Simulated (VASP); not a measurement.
HfN:

```
Hf N
1.0
     0.00000    2.45482    2.45482
     2.45482    0.00000    2.45482
     2.45482    2.45482    0.00000
Hf N
1 1
Direct
  0.00000 0.00000 0.00000
  0.25000 0.25000 0.25000
```

```yaml
Program: VASP 6.6.1
Task: relaxation of cell and atoms
Functional: LDA
Potentials_or_basis: VASP PAW LDA potentials, release 64 (Hf_pv, N)
Cutoff: 600 eV
k_mesh: 9 × 9 × 9
Occupations: fermi-dirac, width 0.05 eV
Spin: no spin polarisation
Hubbard_terms: Hf d U = 2.0 eV
```

At the start: pressure -4.2 GPa; volume 14.79 Å³/atom.

**Question.** How do energy, volume and symmetry change on relaxing?

**Answer.** Over 3 steps the energy falls by 4.2 meV/atom and the volume is 14.48 Å³/atom (-2.1 %); space group F-43m (No. 216, to 0.05 Å).

Step by step:
| step | energy change (eV) | largest force (eV/Å) | pressure (GPa) | volume (Å³) |
| --- | --- | --- | --- | --- |
| 1 | 0.0000 | 0.0000 | -4.25 | 29.59 |
| 2 | 0.0162 | 0.0000 | 7.97 | 27.94 |
| 3 | -0.0085 | 0.0000 | -0.05 | 28.97 |

Final structure:
```cif
data_structure
_symmetry_space_group_name_H-M 'P 1'
_symmetry_Int_Tables_number 1
_cell_length_a 3.4472
_cell_length_b 3.4472
_cell_length_c 3.4472
_cell_angle_alpha 60.000
_cell_angle_beta 60.000
_cell_angle_gamma 60.000
_cell_volume 28.97
loop_
_atom_site_label
_atom_site_type_symbol
_atom_site_fract_x
_atom_site_fract_y
_atom_site_fract_z
_atom_site_occupancy
Hf1 Hf 0.00000 0.00000 0.00000 1
N1 N 0.25000 0.25000 0.25000 1
```

Caveat: U without spin polarisation on a metal has little footing.
